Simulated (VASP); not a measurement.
Input of a VASP 6.6.1 run:

Contents of INCAR:

```
ALGO = Normal
EDIFF = 1E-7
EDIFFG = -0.005
ENCUT = 600
GGA = PE
IBRION = 2
ISIF = 3
ISMEAR = -1
LASPH = True
LCHARG = False
LREAL = False
LWAVE = False
NELM = 80
NSW = 60
PREC = Accurate
PSTRESS = 130.0
SIGMA = 0.08
```

Contents of KPOINTS:

```
k-points
0
Gamma
  17 17 17
```

Contents of POSCAR:

```
Si
1.0
    0.0000000000      1.8585686845      1.8585686845
    1.8585686845      0.0000000000      1.8585686845
    1.8585686845      1.8585686845      0.0000000000
Si
1
Direct
    0.0000000000      0.0000000000      0.0000000000
```

Potentials or basis: VASP PAW PBE potentials, release 64 (Si).

The run is started by

```bash
$ cat potpaw_PBE.64/Si/POTCAR > POTCAR
$ mpirun -np 1 vasp_std > vasp.out
```

Question: Estimate the relaxed cell.

Answer: a = 2.628 Å, b = 2.628 Å, c = 2.628 Å, α = 60.00°, β = 60.00°, γ = 60.00°.

Question: Estimate the band gap on the k mesh.

Answer: Zero (bands 2 and 3 overlap by 15.79 eV).

Question: What does it give for the relaxed volume?

Answer: 12.83 Å³/atom.

Question: Predict the space group after relaxing (to 0.1 Å).

Answer: Fm-3m (No. 225).

Final structure:
```
Si
1.0
     0.00000    1.85797    1.85797
     1.85797    0.00000    1.85797
     1.85797    1.85797    0.00000
Si
1
Cartesian
  0.0000 1.8580 1.8580
```

Caveat: the cell is relaxed towards a set pressure, so the run minimises the enthalpy, not the energy.
